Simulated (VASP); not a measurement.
Set up this calculation in VASP 6.6.1, as the native input.

```yaml
Task: single point
Functional: PBE
Potentials_or_basis: VASP PAW PBE potentials, release 64 (Cd, S)
Cutoff: 520 eV
k_mesh: 6 × 6 × 6
Occupations: fermi-dirac, width 0.02 eV
Spin: no spin polarisation
Dipole_correction: no
Further_INCAR_settings: ALGO = Normal; EDIFF = 1e-06; NBANDS = 16
```

The structure of CdS (Hawleyite) lies in POSCAR:

```
CdS
1.0
    0.0000000000      2.9165000000      2.9165000000
    2.9165000000      0.0000000000      2.9165000000
    2.9165000000      2.9165000000      0.0000000000
Cd S
1 1
Direct
    0.0000000000      0.0000000000      0.0000000000
    0.2500000000      0.2500000000      0.2500000000
```

These files were run (other wordings do the same):

INCAR

```
ALGO     = Normal         # electronic algorithm
EDIFF    = 1E-6           # SCF threshold, eV
ENCUT    = 520            # plane-wave cutoff, eV
GGA      = PE             # functional
ISIF     = 2              # what is computed and relaxed
ISMEAR   = -1             # smearing method
LASPH    = True           # aspherical terms in the spheres
LCHARG   = True           # write CHGCAR
LELF     = True           # ELF
LREAL    = False          # projectors in reciprocal space
LVHAR    = True         
LWAVE    = False          # write WAVECAR
NBANDS   = 16             # bands
NELM     = 60             # most SCF steps
PREC     = Accurate       # precision mode
SIGMA    = 0.02           # smearing width, eV
```

KPOINTS

```
k-points
0
Gamma
  6 6 6
```

Potentials or basis: VASP PAW PBE potentials, release 64 (Cd, S).

Command:

```bash
$ cat potpaw_PBE.64/Cd/POTCAR potpaw_PBE.64/S/POTCAR > POTCAR
$ mpirun -np 1 vasp_std > vasp.out
```

It gave:

```json
{
 "Pressure": "3.2 GPa",
 "Band gap on the k mesh": "1.15 eV, direct"
}
```

Run time: 33 s on 1 thread of AMD EPYC 7R13, with other jobs on the host, peak memory 0.15 GiB.
